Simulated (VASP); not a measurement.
# SiC (F-43m) in VASP: notebook

Runs on SiC. Level: PBE. Tasks: relaxation of cell and atoms.

Everything below comes from runs of VASP 6.6.1. Logs are shortened: lines on timing, memory, paths and dates and some standing lists are left out, and cuts for length are marked.

### 1 The cell of the first run

It takes space group F-43m (No. 216, cubic). The conventional cell has a = 4.358 Å, b = 4.358 Å, c = 4.358 Å, α = 90.00°, β = 90.00°, γ = 90.00°. Within 2.5 Å of Si (site symmetry -43m) lie 4 C at 1.89 Å. C (site symmetry -43m) has 4 Si at 1.89 Å within 2.5 Å.

### 2 Relaxation of cell and atoms, PBE, target pressure 30 GPa, at which the enthalpy is minimised

Contents of INCAR:

```
ALGO = Normal
EDIFF = 1E-7
EDIFFG = -0.03
ENCUT = 600
GGA = PE
GGA_COMPAT = False
IBRION = 2
ISIF = 3
ISMEAR = 0
LASPH = True
LCHARG = False
LREAL = False
LWAVE = False
NELM = 120
NELMIN = 4
NSW = 80
PREC = Accurate
PSTRESS = 300.0
SIGMA = 0.01
```

Contents of KPOINTS:

```
k-points
0
Gamma
  8 8 8
```

Contents of POSCAR:

```
SiC
1.0
    0.0000000000      2.1790000000      2.1790000000
    2.1790000000      0.0000000000      2.1790000000
    2.1790000000      2.1790000000      0.0000000000
Si C
1 1
Direct
    0.0000000000      0.0000000000      0.0000000000
    0.7500000000      0.7500000000      0.7500000000
```

Potentials or basis: VASP PAW PBE potentials, release 64 (Si, C).

The run is started by

```sh
> cat potpaw_PBE.64/Si/POTCAR potpaw_PBE.64/C/POTCAR > POTCAR
> mpirun -np 1 vasp_std > vasp.out
```

OUTCAR:

```text
EDIFF = 1E-7
   EDIFFG = -0.03
   ENCUT = 600
   GGA = PE
   IBRION = 2
   ISIF = 3
   ISMEAR = 0
   LASPH = True
   LREAL = False
   NELM = 120
   NELMIN = 4
   NSW = 80
   PREC = Accurate
   PSTRESS = 300.0

 ion  position               nearest neighbor table
   1  0.000  0.000  0.000-   2 1.89   2 1.89   2 1.89   2 1.89
   2  0.750  0.750  0.750-   1 1.89   1 1.89   1 1.89   1 1.89

  LATTYP: Found a face centered cubic cell.
 ALAT       =     4.3580000000

  Lattice vectors:

 A1 = (   0.0000000000,   2.1790000000,   2.1790000000)
 A2 = (   2.1790000000,   0.0000000000,   2.1790000000)
 A3 = (   2.1790000000,   2.1790000000,   0.0000000000)

Analysis of symmetry for initial positions (statically):
=====================================================================
 Subroutine PRICEL returns:
 Original cell was already a primitive cell.

 Routine SETGRP: Setting up the symmetry group for a
 face centered cubic supercell.

 Subroutine GETGRP returns: Found 24 space group operations
 (whereof 24 operations were pure point group operations)
 out of a pool of 48 trial point group operations.

The static configuration has the point symmetry T_d .

Analysis of symmetry for dynamics (positions and initial velocities):
=====================================================================
 Subroutine PRICEL returns:
 Original cell was already a primitive cell.

 Routine SETGRP: Setting up the symmetry group for a
 face centered cubic supercell.

 Subroutine GETGRP returns: Found 24 space group operations
 (whereof 24 operations were pure point group operations)
 out of a pool of 48 trial point group operations.

The dynamic configuration has the point symmetry T_d .

 Subroutine INISYM returns: Found 24 space group operations
 (whereof 24 operations are pure point group operations),
 and found     1 'primitive' translations

----------------------------------------------------------------------------------------

                                     Primitive cell

  volume of cell :      20.6920

  direct lattice vectors                    reciprocal lattice vectors
     0.000000000  2.179000000  2.179000000    -0.229463056  0.229463056  0.229463056
     2.179000000  0.000000000  2.179000000     0.229463056 -0.229463056  0.229463056
     2.179000000  2.179000000  0.000000000     0.229463056  0.229463056 -0.229463056

  length of vectors
     3.081571352  3.081571352  3.081571352     0.397441672  0.397441672  0.397441672

  position of ions in fractional coordinates (direct lattice)
     0.000000000  0.000000000  0.000000000
     0.750000000  0.750000000  0.750000000

  ion indices of the primitive-cell ions
   primitive index   ion index
                 1           1
                 2           2

----------------------------------------------------------------------------------------

 KPOINTS: k-points

Automatic generation of k-mesh.
 Grid dimensions read from file:
 generate k-points for:    8    8    8

 Generating k-lattice:

  Cartesian coordinates                     Fractional coordinates (reciprocal lattice)
    -0.028682882  0.028682882  0.028682882     0.125000000  0.000000000  0.000000000
     0.028682882 -0.028682882  0.028682882     0.000000000  0.125000000  0.000000000
     0.028682882  0.028682882 -0.028682882     0.000000000  0.000000000  0.125000000

  Length of vectors
     0.049680209  0.049680209  0.049680209

  Shift w.r.t. Gamma in fractional coordinates (k-lattice)
     0.000000000  0.000000000  0.000000000

 Subroutine IBZKPT returns following result:
 ===========================================

 Found     29 irreducible k-points:

 Following reciprocal coordinates:
            Coordinates               Weight
  0.000000  0.000000  0.000000      1.000000
  0.125000  0.000000  0.000000      8.000000
  0.250000  0.000000  0.000000      8.000000
  0.375000  0.000000  0.000000      8.000000
  0.500000  0.000000  0.000000      4.000000
  0.125000  0.125000  0.000000      6.000000
[... 16 lines left out ...]
  0.500000  0.250000  0.125000     48.000000
 -0.375000  0.250000  0.125000     24.000000
 [... further k-points ...]
   k-points           NKPTS =     29   k-points in BZ     NKDIM =     29   number of bands    NBANDS=      8
   number of dos      NEDOS =    301   number of ions     NIONS =      2
   total plane-waves  NPLWV =  21952
   dimension x,y,z NGX =    28 NGY =   28 NGZ =   28
   dimension x,y,z NGXF=    56 NGYF=   56 NGZF=   56
   ions per type =               1   1
   NGX,Y,Z   is equivalent  to a cutoff of  15.11, 15.11, 15.11 a.u.
   NGXF,Y,Z  is equivalent  to a cutoff of  30.21, 30.21, 30.21 a.u.
 SYSTEM =  unknown system
   PREC   = accura    normal or accurate (medium, high low for compatibility)
   ISTART =      0    job   : 0-new  1-cont  2-samecut
   ICHARG =      2    charge: 1-file 2-atom 10-const
   ISPIN  =      1    spin polarized calculation?
   LNONCOLLINEAR =      F non collinear calculations
   LSORBIT =      F    spin-orbit coupling
   LASPH  =      T    aspherical Exc in radial PAW
   ENCUT  =  600.0 eV  44.10 Ry    6.64 a.u.   6.15  6.15  6.15*2*pi/ulx,y,z
   NELM   =    120;   NELMIN=  4; NELMDL= -5     # of ELM steps
   EDIFF  = 0.1E-06   stopping-criterion for ELM
   LREAL  =      F    real-space projection
   EDIFFG = -.3E-01   stopping-criterion for IOM
   NSW    =     80    number of steps for IOM
   IBRION =      2    ionic relax: 0-MD 1-quasi-New 2-CG
   NFREE  =      1    steps in history (QN), initial steepest desc. (CG)
   ISIF   =      3    stress and relaxation
   ISYM   =      2    0-nonsym 1-usesym 2-fastsym
   POTIM  = 0.5000    time-step for ionic-motion
   TEBEG  =    0.0;   TEEND  =   0.0 temperature during run
   PSTRESS=  300.0 pullay stress
   NELECT =       8.0000    total number of electrons
   NUPDOWN=      -1.0000    fix difference up-down
   EMIN   =  10.00;   EMAX   =-10.00  energy-range for DOS
   EFERMI =   0.00;   METHOD = LEGACY
   ISMEAR =     0;   SIGMA  =   0.01  broadening in eV -4-tet -1-fermi 0-gaus
   EFERMI_NEDOS =   21; number of points for ismear=-14 and -15
   IALGO  =     38    algorithm
   IMIX   =      4    mixing-type and parameters
     AMIX     =   0.40;   BMIX     =  1.00
     AMIX_MAG =   1.60;   BMIX_MAG =  1.00
  volume/ion in A,a.u.               =      10.35        69.82
  Fermi-wavevector in a.u.,A,eV,Ry     =   1.192626  2.253736 19.352338  1.422357
  Thomas-Fermi vector in A             =   2.328660
   LORBIT       =      0    0 simple, 1 ext, 2 COOP (PROOUT), +10 PAW based schemes
   GGA     = PE    functional components
   LHFCALC =     F    Hartree Fock is set to
   AEXX    =    0.0000 exact exchange contribution
   IVDW    =     0    specifies the selected vdW correction
   LEPSILON=     F    determine dielectric tensor
   LRPA    =     F    only Hartree local field effects (RPA)
 conjugate gradient relaxation of ions
 non-spin polarized calculation
 Gauss-broadening in eV      SIGMA  =   0.01
  energy-cutoff  :      600.00
  volume of cell :       20.69
 maximum number of plane-waves:       701
 NGX is ok and might be reduce to    28
   NGX = 13   NGY = 13   NGZ = 13

--------------------------------------- Ionic step        1  -------------------------------------------

 number of electron       8.0000000 magnetization

 Free energy of the ion-electron system (eV)
  ---------------------------------------------------
  ext. energy  EPLUGINS =         0.00000000
  ---------------------------------------------------
  free energy    TOTEN  =       -15.05806670 eV

  energy without entropy =      -15.05806670  energy(sigma->0) =      -15.05806670

------------------------ aborting loop because EDIFF is reached ----------------------------------------

  FORCE on cell =-STRESS in cart. coord.  units (eV):
  Direction    XX          YY          ZZ          XY          YZ          ZX
  --------------------------------------------------------------------------------------
  -------------------------------------------------------------------------------------
  Total        0.3975435      0.3975435      0.3975435      0.0000000     -0.0000000      0.0000000
  in kB       30.7817691     30.7817691     30.7817691      0.0000000     -0.0000000      0.0000000
  external PRESSURE =    -269.2182309 kB  Pullay stress =     300.0000000 kB
[... 23 lines left out ...]
  enthalpy is  TOTEN    =       -11.1835962007 eV   P V=        3.8744705016

--------------------------------------- Ionic step        2  -------------------------------------------

 number of electron       8.0000000 magnetization

 E-fermi :  11.4651     XC(G=0): -12.5421

 val. band max:       11.3336019615   @ k =   0.0000   0.0000   0.0000
 cond. band min:      12.4021909308   @ k =   0.5000   0.5000   0.0000
 fundamental gap:      1.0685889693
 Fermi energy:        11.4651069956

 k-point     1 :       0.0000    0.0000    0.0000
  band No.  band energies     occupation
      1      -6.2750      2.00000
      2      11.3336      2.00000
      3      11.3336      2.00000
      4      11.3336      2.00000
      5      20.7398      0.00000
      6      20.7414      0.00000
      7      20.7414      0.00000
      8      20.7414      0.00000
[... 326 lines left out ...]
  enthalpy is  TOTEN    =       -11.3602829368 eV   P V=        3.5249937741

--------------------------------------- Ionic step        4  -------------------------------------------

 number of electron       8.0000000 magnetization

 Free energy of the ion-electron system (eV)
  ---------------------------------------------------
  ext. energy  EPLUGINS =         0.00000000
  ---------------------------------------------------
  free energy    TOTEN  =       -14.87105665 eV

  energy without entropy =      -14.87105665  energy(sigma->0) =      -14.87105665

 E-fermi :   9.3652     XC(G=0): -11.7922

 val. band max:        9.2524323102   @ k =   0.0000   0.0000   0.0000
 cond. band min:      10.5108648693   @ k =   0.5000   0.5000   0.0000
 fundamental gap:      1.2584325590
 Fermi energy:         9.3651627489

 k-point     1 :       0.0000    0.0000    0.0000
  band No.  band energies     occupation
      1      -6.9461      2.00000
      2       9.2524      2.00000
      3       9.2524      2.00000
      4       9.2524      2.00000
      5      16.6548      0.00000
      6      17.2827      0.00000
      7      17.2827      0.00000
      8      17.2827      0.00000
[... 282 lines left out ...]
  FREE ENERGIE OF THE ION-ELECTRON SYSTEM (eV)
  ---------------------------------------------------
  free  energy   TOTEN  =       -14.8710566491 eV

  energy  without entropy=      -14.8710566491  energy(sigma->0) =      -14.87105665

  enthalpy is  TOTEN    =       -11.3607153019 eV   P V=        3.5103413472

 reached required accuracy - stopping structural energy minimisation
```

It took 12 s on 1 thread of Intel Xeon 6975P-C (Granite Rapids), shared host; peak memory 0.15 GiB.

What came out:

| Item | Value |
| --- | --- |
| Free energy | -14.8711 eV |
| Relaxed volume | 9.37 Å³/atom |
| Relaxed cell | a = 2.982 Å, b = 2.982 Å, c = 2.982 Å, α = 60.00°, β = 60.00°, γ = 60.00° |
| Space group after relaxing (to 0.1 Å) | F-43m (No. 216) |
| Energy change on relaxing (the run minimises the enthalpy) | +93.5 meV/atom |
| Ionic steps | 4 |
| Pressure after relaxing | 29.8 GPa |
| Band gap on the k mesh | 1.26 eV (least direct gap 4.63 eV) |

The path:
| step | energy change (eV) | largest force (eV/Å) | pressure (GPa) | volume (Å³) |
| --- | --- | --- | --- | --- |
| 1 | 0.0000 | 0.0000 | 3.08 | 20.69 |
| 2 | 1.2625 | 0.0000 | 99.74 | 15.91 |
| 3 | 0.1728 | 0.0000 | 28.46 | 18.83 |
| 4 | 0.1870 | 0.0000 | 29.79 | 18.75 |

Final structure:
```xyz
2
Lattice="0.0000 2.1085 2.1085 2.1085 0.0000 2.1085 2.1085 2.1085 0.0000" Properties=species:S:1:pos:R:3 pbc="T T T"
Si    4.2170    4.2170    4.2170
C     3.1627    3.1627    3.1627
```

Levels at points of the mesh, in eV from the valence-band top:
```tsv
k point	band 1	band 2	band 3	band 4	band 5	band 6	band 7	band 8
(0.00, 0.00, 0.00)	-16.20	0.00	0.00	0.00	7.40	8.03	8.03	8.03
(0.50, 0.00, 0.00)	-12.25	-9.10	-1.07	-1.07	6.35	7.64	7.64	10.61
(0.50, 0.50, 0.00)	-10.70	-8.12	-3.37	-3.37	1.26	4.68	15.21	15.21
```

Caveat: the cell is relaxed towards a set pressure, so the run minimises the enthalpy, not the energy.

### 3 Relaxation of cell and atoms, PBE, target pressure 40 GPa, at which the enthalpy is minimised

Contents of INCAR:

```
SYSTEM = SiC
ALGO     = Normal         ! electronic algorithm
EDIFF    = 1E-7           ! SCF threshold, eV
EDIFFG   = -0.03          ! ionic threshold
ENCUT    = 600            ! plane-wave cutoff, eV
GGA      = PE             ! functional
GGA_COMPAT= .FALSE.      
IBRION   = 2              ! ionic algorithm
ISIF     = 3              ! what is computed and relaxed
ISMEAR   = 0              ! smearing method
LASPH    = .TRUE.         ! aspherical terms in the spheres
LCHARG   = .FALSE.        ! write CHGCAR
LREAL    = .FALSE.        ! projectors in reciprocal space
LWAVE    = .FALSE.        ! write WAVECAR
NELM     = 120            ! most SCF steps
NELMIN   = 4            
NSW      = 80             ! ionic steps
PREC     = Accurate       ! precision mode
PSTRESS  = 400.0        
SIGMA    = 0.01           ! smearing width, eV
```

Contents of KPOINTS:

```
k-points
0
G
  8 8 8
  0 0 0
```

POSCAR is that of step 2.

Potentials or basis: VASP PAW PBE potentials, release 64 (Si, C).

The run is started by

```sh
> cat potpaw_PBE.64/Si/POTCAR potpaw_PBE.64/C/POTCAR > POTCAR
> mpirun -np 1 vasp_std > vasp.out
```

Run time: 15 s. Hardware: 1 thread of Intel Xeon 6975P-C (Granite Rapids), shared host; peak memory 0.15 GiB.

The run converged. Its results:

* Free energy: -14.7466 eV
* Relaxed volume: 9.09 Å³/atom
* Relaxed cell: a = 2.951 Å, b = 2.951 Å, c = 2.951 Å, α = 60.00°, β = 60.00°, γ = 60.00°
* Space group after relaxing (to 0.1 Å): F-43m (No. 216)
* Energy change on relaxing (the run minimises the enthalpy): +155.7 meV/atom
* Ionic steps: 5
* Pressure after relaxing: 40.3 GPa
* Band gap on the k mesh: 1.23 eV (least direct gap 4.66 eV)

The path:
```
step  energy change (eV)  largest force (eV/Å)  pressure (GPa)  volume (Å³)
   1              0.0000                0.0000            3.08        20.69
   2              2.5414                0.0000          166.07        14.34
   3              0.2644                0.0000           36.51        18.37
   4              0.2997                0.0000           39.36        18.22
   5              0.3115                0.0000           40.28        18.18
```

Final structure:
```
CELL_PARAMETERS angstrom
0.00000 2.08685 2.08685
2.08685 0.00000 2.08685
2.08685 2.08685 0.00000
ATOMIC_POSITIONS crystal
Si 0.00000 0.00000 0.00000
C 0.75000 0.75000 0.75000
```

Levels at points of the mesh, in eV from the valence-band top:
```
           k point  band 1  band 2  band 3  band 4  band 5  band 6  band 7  band 8
(0.00, 0.00, 0.00)  -16.46    0.00    0.00    0.00    7.77    8.27    8.27    8.27
(0.50, 0.00, 0.00)  -12.38   -9.28   -1.07   -1.07    6.65    7.77    7.77   10.78
(0.50, 0.50, 0.00)  -10.80   -8.23   -3.43   -3.43    1.23    4.80   15.60   15.60
```

Caveat: the cell is relaxed towards a set pressure, so the run minimises the enthalpy, not the energy. A k mesh can miss the band edges.
